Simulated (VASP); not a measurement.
# CoO4F (P2/m) in VASP: notebook

CoO4F is run at these levels: r2SCAN; tasks: single point.

Program: VASP 6.6.1. These are calculated values, not measurements. Logs are shortened: lines on timing, memory, paths and dates and some standing lists are left out, and cuts for length are marked.

**1. The cell of the first run**

It takes space group P2/m (No. 10, monoclinic). Conventional cell: a = 3.664 Å, b = 2.392 Å, c = 3.853 Å, α = 90.00°, β = 92.60°, γ = 90.00°. Co (site symmetry 2/m) has 6 O at 1.64 to 1.67 Å within 2.2 Å. F (site symmetry 2/m) has 6 O at 1.52 to 1.61 Å within 2.0 Å. O (site symmetry m) has 2 F at 1.52 Å and 1 Co at 1.67 Å and 1 O at 1.87 Å within 2.0 Å. Within 2.1 Å of O (site symmetry m) lie 1 F at 1.61 Å and 2 Co at 1.64 Å.

**2. Single point, r2SCAN**

Input file POSCAR:

```
CoO4F
1.0
    3.6638544500      0.0000000000      0.0000000000
    0.0000000000      2.3922926100      0.0000000000
    0.1747823100      0.0000000000      3.8489093900
Co F O
1 1 4
Direct
    0.0000000000      0.0000000000      0.0000000000
    0.5000000000      0.5000000000      0.5000000000
    0.6900000000      0.0000000000      0.3300000000
    0.3100000000      0.0000000000      0.6700000000
    0.7740000000      0.5000000000      0.8140000000
    0.2260000000      0.5000000000      0.1860000000
```

Input file INCAR.step1:

```
PREC = Accurate ; ENCUT = 520
ISMEAR = -1 ; SIGMA = 0.1
LREAL = False ; LASPH = True
NELM = 60 ; NBANDS = 29
GGA = PE ; ALGO = Normal
EDIFF = 1E-4 ; LWAVE = True
LCHARG = False
```

Input file INCAR.step2:

```
PREC = Accurate ; ENCUT = 520
EDIFF = 1E-7 ; ISMEAR = -1
SIGMA = 0.1 ; LREAL = False
LASPH = True ; NELM = 60
ALGO = Normal ; ISIF = 2
LWAVE = False ; LCHARG = True
METAGGA = R2SCAN ; LMIXTAU = True
LELF = True ; LVHAR = True
NBANDS = 29 ; ISTART = 1
```

Input file KPOINTS:

```
regular mesh
0
Gamma
  5 7 5
```

Potentials or basis: VASP PAW PBE potentials, release 64 (Co, F, O).

The run is started by

```
$ cat potpaw_PBE.64/Co/POTCAR potpaw_PBE.64/F/POTCAR potpaw_PBE.64/O/POTCAR > POTCAR
$ cp INCAR.step1 INCAR
$ mpirun -np 1 vasp_std > vasp.out
$ cp INCAR.step2 INCAR
$ mpirun -np 1 vasp_std > vasp.out
```

OUTCAR:

```text
PREC = Accurate
   ENCUT = 520
   EDIFF = 1E-7
   ISMEAR = -1
   LREAL = False
   LASPH = True
   NELM = 60
   ISIF = 2
   METAGGA = R2SCAN
   ISTART = 1

 ion  position               nearest neighbor table
   1  0.000  0.000  0.000-   5 1.64   6 1.64   5 1.64   6 1.64   3 1.67   4 1.67
   2  0.500  0.500  0.500-   3 1.52   4 1.52   3 1.52   4 1.52   5 1.61   6 1.61
   3  0.690  0.000  0.330-   2 1.52   2 1.52   1 1.67   4 1.87
   4  0.310  0.000  0.670-   2 1.52   2 1.52   1 1.67   3 1.87
   5  0.774  0.500  0.814-   2 1.61   1 1.64   1 1.64
   6  0.226  0.500  0.186-   2 1.61   1 1.64   1 1.64

  LATTYP: Found a simple monoclinic cell.
 ALAT       =     3.6638544500
 B/A-ratio  =     0.6529442265
 C/A-ratio  =     1.0515908606
 COS(beta)  =    -0.0453641167

  Lattice vectors:

 A1 = (   3.6638544500,   0.0000000000,   0.0000000000)
 A2 = (   0.0000000000,  -2.3922926100,   0.0000000000)
 A3 = (  -0.1747823100,   0.0000000000,  -3.8489093900)

Analysis of symmetry for initial positions (statically):
=====================================================================
 Subroutine PRICEL returns:
 Original cell was already a primitive cell.

 Routine SETGRP: Setting up the symmetry group for a
 simple monoclinic supercell.

 Subroutine GETGRP returns: Found  4 space group operations
 (whereof  4 operations were pure point group operations)
 out of a pool of  4 trial point group operations.

The static configuration has the point symmetry C_2h.

Analysis of symmetry for dynamics (positions and initial velocities):
=====================================================================
 Subroutine PRICEL returns:
 Original cell was already a primitive cell.

 Routine SETGRP: Setting up the symmetry group for a
 simple monoclinic supercell.

 Subroutine GETGRP returns: Found  4 space group operations
 (whereof  4 operations were pure point group operations)
 out of a pool of  4 trial point group operations.

The dynamic configuration has the point symmetry C_2h.

 Subroutine INISYM returns: Found  4 space group operations
 (whereof  4 operations are pure point group operations),
 and found     1 'primitive' translations

----------------------------------------------------------------------------------------

                                     Primitive cell

  volume of cell :      33.7357

  direct lattice vectors                    reciprocal lattice vectors
     3.663854450  0.000000000  0.000000000     0.272936606  0.000000000 -0.012394288
     0.000000000  2.392292610  0.000000000     0.000000000  0.418009066  0.000000000
     0.174782310  0.000000000  3.848909390     0.000000000  0.000000000  0.259813859

  length of vectors
     3.663854450  2.392292610  3.852875854     0.273217879  0.418009066  0.259813859

  position of ions in fractional coordinates (direct lattice)
     0.000000000  0.000000000  0.000000000
     0.500000000  0.500000000  0.500000000
     0.690000000  0.000000000  0.330000000
     0.310000000  0.000000000  0.670000000
     0.774000000  0.500000000  0.814000000
     0.226000000  0.500000000  0.186000000

  ion indices of the primitive-cell ions
   primitive index   ion index
                 1           1
                 2           2
                 3           3
                 4           4
                 5           5
                 6           6

----------------------------------------------------------------------------------------

 KPOINTS: regular mesh

Automatic generation of k-mesh.
 Grid dimensions read from file:
 generate k-points for:    5    7    5

 Generating k-lattice:

  Cartesian coordinates                     Fractional coordinates (reciprocal lattice)
     0.054587321  0.000000000 -0.002478858     0.200000000  0.000000000  0.000000000
     0.000000000  0.059715581  0.000000000     0.000000000  0.142857143  0.000000000
     0.000000000  0.000000000  0.051962772     0.000000000  0.000000000  0.200000000

  Length of vectors
     0.054643576  0.059715581  0.051962772

  Shift w.r.t. Gamma in fractional coordinates (k-lattice)
     0.000000000  0.000000000  0.000000000

 Subroutine IBZKPT returns following result:
 ===========================================

 Found     52 irreducible k-points:

 Following reciprocal coordinates:
            Coordinates               Weight
  0.000000  0.000000  0.000000      1.000000
  0.200000  0.000000 -0.000000      2.000000
  0.400000  0.000000  0.000000      2.000000
  0.000000  0.142857  0.000000      2.000000
  0.200000  0.142857 -0.000000      4.000000
  0.400000  0.142857  0.000000      4.000000
[... 16 lines left out ...]
  0.000000  0.285714  0.200000      4.000000
  0.200000  0.285714  0.200000      4.000000
 [... further k-points ...]
   k-points           NKPTS =     52   k-points in BZ     NKDIM =     52   number of bands    NBANDS=     29
   number of dos      NEDOS =    301   number of ions     NIONS =      6
   total plane-waves  NPLWV =  15120
   dimension x,y,z NGX =    28 NGY =   18 NGZ =   30
   dimension x,y,z NGXF=    56 NGYF=   36 NGZF=   60
   ions per type =               1   1   4
   NGX,Y,Z   is equivalent  to a cutoff of  12.70, 12.51, 12.94 a.u.
   NGXF,Y,Z  is equivalent  to a cutoff of  25.41, 25.02, 25.89 a.u.
 SYSTEM =  unknown system
   PREC   = accura    normal or accurate (medium, high low for compatibility)
   ISTART =      1    job   : 0-new  1-cont  2-samecut
   ICHARG =      0    charge: 1-file 2-atom 10-const
   ISPIN  =      1    spin polarized calculation?
   LNONCOLLINEAR =      F non collinear calculations
   LSORBIT =      F    spin-orbit coupling
   LASPH  =      T    aspherical Exc in radial PAW
   ENCUT  =  520.0 eV  38.22 Ry    6.18 a.u.   6.81  4.45  7.16*2*pi/ulx,y,z
   NELM   =     60;   NELMIN=  2; NELMDL=  0     # of ELM steps
   EDIFF  = 0.1E-06   stopping-criterion for ELM
   LREAL  =      F    real-space projection
   EDIFFG = 0.1E-05   stopping-criterion for IOM
   NSW    =      0    number of steps for IOM
   IBRION =     -1    ionic relax: 0-MD 1-quasi-New 2-CG
   NFREE  =      0    steps in history (QN), initial steepest desc. (CG)
   ISIF   =      2    stress and relaxation
   ISYM   =      2    0-nonsym 1-usesym 2-fastsym
   POTIM  = 0.5000    time-step for ionic-motion
   TEBEG  =    0.0;   TEEND  =   0.0 temperature during run
   PSTRESS=    0.0 pullay stress
   NELECT =      40.0000    total number of electrons
   NUPDOWN=      -1.0000    fix difference up-down
   EMIN   =  10.00;   EMAX   =-10.00  energy-range for DOS
   EFERMI =   0.00;   METHOD = LEGACY
   ISMEAR =    -1;   SIGMA  =   0.10  broadening in eV -4-tet -1-fermi 0-gaus
   EFERMI_NEDOS =   21; number of points for ismear=-14 and -15
   IALGO  =     38    algorithm
   IMIX   =      4    mixing-type and parameters
     AMIX     =   0.40;   BMIX     =  1.00
     AMIX_MAG =   1.60;   BMIX_MAG =  1.00
  volume/ion in A,a.u.               =       5.62        37.94
  Fermi-wavevector in a.u.,A,eV,Ry     =   1.732732  3.274389 40.849596  3.002361
  Thomas-Fermi vector in A             =   2.806853
   LORBIT       =      0    0 simple, 1 ext, 2 COOP (PROOUT), +10 PAW based schemes
   METAGGA = R2SCAN    functional components
   LHFCALC =     F    Hartree Fock is set to
   AEXX    =    0.0000 exact exchange contribution
   IVDW    =     0    specifies the selected vdW correction
   LEPSILON=     F    determine dielectric tensor
   LRPA    =     F    only Hartree local field effects (RPA)
 non-spin polarized calculation
  energy-cutoff  :      520.00
  volume of cell :       33.74
 maximum number of plane-waves:       923
   NGX = 13   NGY =  9   NGZ = 15

 number of electron      39.9999994 magnetization

 Free energy of the ion-electron system (eV)
  ---------------------------------------------------
  ext. energy  EPLUGINS =         0.00000000
  ---------------------------------------------------
  free energy    TOTEN  =       -23.10950851 eV

  energy without entropy =      -23.00042126  energy(sigma->0) =      -23.05496488

 E-fermi :   9.9656     XC(G=0): -15.3688

 val. band max:        9.9444149353   @ k =   0.0000   0.0000   0.2000
 cond. band min:       9.9671504811   @ k =  -0.4000   0.0000   0.4000
 fundamental gap:      0.0227355458
 Fermi energy:         9.9655951079

 k-point     1 :       0.0000    0.0000    0.0000
  band No.  band energies     occupation
      1     -24.3302      2.00000
      2     -12.5199      2.00000
      3     -12.1523      2.00000
      4     -11.2441      2.00000
      5      -8.6419      2.00000
      6      -3.4525      2.00000
[... 21 lines left out ...]
     28      27.9587      0.00000
     29      28.5584      0.00000

 k-point     2 :       0.2000    0.0000   -0.0000
  band No.  band energies     occupation
      1     -24.2924      2.00000
      2     -13.0995      2.00000
      3     -12.0904      2.00000
      4     -10.8261      2.00000
      5      -8.4563      2.00000
      6      -3.4517      2.00000
[... 21 lines left out ...]
     28      28.2653      0.00000
     29      28.8323      0.00000

 k-point     3 :       0.4000    0.0000    0.0000
  band No.  band energies     occupation
      1     -24.2305      2.00000
      2     -13.6863      2.00000
      3     -12.0950      2.00000
      4     -10.3599      2.00000
      5      -8.1605      2.00000
      6      -4.0802      2.00000
[... 21 lines left out ...]
     28      28.7557      0.00000
     29      29.6873      0.00000

 k-point     4 :       0.0000    0.1429    0.0000
  band No.  band energies     occupation
      1     -24.0167      2.00000
      2     -12.2018      2.00000
      3     -11.8282      2.00000
      4     -11.2277      2.00000
      5      -9.8423      2.00000
      6      -3.5883      2.00000
[... 597 lines left out ...]
     28      28.8370      0.00000
     29      30.0214      0.00000

 k-point    23 :       0.0000    0.2857    0.2000
  band No.  band energies     occupation
      1     -23.1531      2.00000
      2     -12.5640      2.00000
      3     -11.9541      2.00000
      4     -10.8742      2.00000
      5     -10.5184      2.00000
      6      -3.2598      2.00000
[... 21 lines left out ...]
     28      29.4864      0.00000
     29      30.0020      0.00000

 k-point    24 :       0.2000    0.2857    0.2000
  band No.  band energies     occupation
      1     -23.1324      2.00000
      2     -12.6385      2.00000
      3     -11.9213      2.00000
      4     -10.9371      2.00000
      5     -10.3957      2.00000
      6      -3.5517      2.00000
[... 21 lines left out ...]
     28      29.6986      0.00000
     29      29.8347      0.00000

 [... further k-points ...]

------------------------ aborting loop because EDIFF is reached ----------------------------------------

  FORCE on cell =-STRESS in cart. coord.  units (eV):
  Direction    XX          YY          ZZ          XY          YZ          ZX
  --------------------------------------------------------------------------------------
  -------------------------------------------------------------------------------------
  Total       48.0452982     64.7876622     49.6333449      0.0000000      0.0000000      3.0428746
  in kB     2281.7669089   3076.8951186   2357.1864087      0.0000000      0.0000000    144.5121774
  external PRESSURE =    2571.9494787 kB  Pullay stress =       0.0000000 kB

 VOLUME and BASIS-vectors are now :
 -----------------------------------------------------------------------------
  energy-cutoff  :      520.00
  volume of cell :       33.74
      direct lattice vectors                 reciprocal lattice vectors
     3.663854450  0.000000000  0.000000000     0.272936606  0.000000000 -0.012394288
     0.000000000  2.392292610  0.000000000     0.000000000  0.418009066  0.000000000
     0.174782310  0.000000000  3.848909390     0.000000000  0.000000000  0.259813859

 POSITION                                       TOTAL-FORCE (eV/Angst)
 -----------------------------------------------------------------------------------
      0.00000      0.00000      0.00000        -0.000000      0.000000      0.000000
      1.91932      1.19615      1.92445        -0.000000      0.000000      0.000000
      2.58574      0.00000      1.27014         5.887743      0.000000     -4.517774
      1.25290      0.00000      2.57877        -5.887743      0.000000      4.517774
      2.97810      1.19615      3.13301         0.903526      0.000000      2.342002
      0.86054      1.19615      0.71590        -0.903526     -0.000000     -2.342002
 -----------------------------------------------------------------------------------
    total drift:                               -0.000000      0.000000     -0.000000

  FREE ENERGIE OF THE ION-ELECTRON SYSTEM (eV)
  ---------------------------------------------------
  free  energy   TOTEN  =       -23.1095085069 eV

  energy  without entropy=      -23.0004212556  energy(sigma->0) =      -23.05496488
```

Wall time 3.3 min (1 thread of Intel Xeon Platinum 8259CL at 2.50GHz (Skylake/Cascade Lake), shared host); peak memory 0.17 GiB.

Results:

```yaml
Free_energy: -23.1095 eV
Pressure: 257.2 GPa
Largest_force: 7.421 eV/Å
Band_gap_on_the_k_mesh: zero (band 20 reaches 10.65 eV, above the bottom of band 21 at 9.65 eV)
```

Forces on the atoms (eV/Å):
```
Co   0.000  0.000  0.000
F    0.000  0.000  0.000
O    5.888  0.000 -4.518
O   -5.888  0.000  4.518
O    0.904  0.000  2.342
O   -0.904  0.000 -2.342
```

Caveat: the k points lie up to 0.38 Å⁻¹ apart; the PAW data sets were made with another functional, which shifts forces and pressure a little; the run has no spin polarisation, though such a crystal can be magnetic; semilocal functionals often make such compounds metallic where correlation or magnetic order opens a gap, which also shifts bond lengths. With open d or f shells a metallic result of r2SCAN can be an artefact of self-interaction; +U or a hybrid may open a gap.

(Part 1 of 2 ends here.)
